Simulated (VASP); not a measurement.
## Tl4Br: relaxation of cell and atoms with PBE

Crystal: Tl4Br.

```
CELL_PARAMETERS angstrom
-3.67065 3.67065 3.67065
3.67065 -3.67065 3.67065
3.67065 3.67065 -3.67065
ATOMIC_POSITIONS crystal
Tl 0.00000 0.00000 0.50000
Tl 0.50000 0.00000 0.00000
Tl 0.00000 0.50000 0.00000
Tl 0.50000 0.50000 0.50000
Br 0.00000 0.00000 0.00000
```

```yaml
Program: VASP 6.6.1
Task: relaxation of cell and atoms
Functional: PBE
Potentials_or_basis: VASP PAW PBE potentials, release 64 (Tl_d, Br)
Cutoff: 600 eV
k_mesh: 8 × 8 × 8
Occupations: gaussian, width 0.1 eV
Spin: no spin polarisation
Dipole_correction: no
Further_INCAR_settings: ALGO = Normal; EDIFF = 1e-06; IBRION = 2; EDIFFG = -0.01; NSW = 100; ISIF = 3
```

```yaml
Relaxed_volume: 40.29 Å³/atom
Relaxed_cell: a = 6.396 Å, b = 6.396 Å, c = 6.396 Å, α = 109.47°, β = 109.47°, γ = 109.47°
Space_group_after_relaxing_to_0.05_Å: Im-3m (No. 229)
Energy_gained_by_relaxing: 0.7 meV/atom
Ionic_steps: 3
Pressure_after_relaxing: 0.0 GPa
```

The path:
| step | energy change (eV) | largest force (eV/Å) | pressure (GPa) | volume (Å³) |
| --- | --- | --- | --- | --- |
| 1 | 0.0000 | 0.0000 | 0.31 | 197.83 |
| 2 | -0.0031 | 0.0000 | 0.13 | 200.04 |
| 3 | -0.0037 | 0.0000 | 0.01 | 201.44 |

Final structure:
```xyz
5
Lattice="-3.6929 3.6929 3.6929 3.6929 -3.6929 3.6929 3.6929 3.6929 -3.6929" Properties=species:S:1:pos:R:3 pbc="T T T"
Tl    1.8464    1.8464   -1.8464
Tl   -1.8464    1.8464    1.8464
Tl    1.8464   -1.8464    1.8464
Tl    1.8464    1.8464    1.8464
Br    0.0000    0.0000    0.0000
```

Levels at points of the mesh, in eV from the Fermi level:
| k point | band 27 | band 28 | band 29 | band 30 | band 31 | band 32 | band 33 | band 34 |
| --- | --- | --- | --- | --- | --- | --- | --- | --- |
| (0.00, 0.00, 0.00) | -5.23 | -5.23 | -0.45 | -0.45 | -0.45 | 1.75 | 1.75 | 1.75 |
| (0.50, 0.00, 0.00) | -3.23 | -3.04 | -0.57 | -0.17 | 0.92 | 1.08 | 1.41 | 2.01 |
| (0.50, 0.50, 0.50) | -2.98 | -2.98 | -2.09 | -2.09 | -0.48 | 0.63 | 0.63 | 0.63 |

Wall time 11 min on 1 thread of Oxide Virtual Turin-like Processor, with other jobs on the host, peak memory 0.5 GiB.

Caveat: spin-orbit coupling is left out, which moves the levels of the heavy elements; an odd number of electrons without spin polarisation forces a metal; a magnetic or distorted state may lie lower.
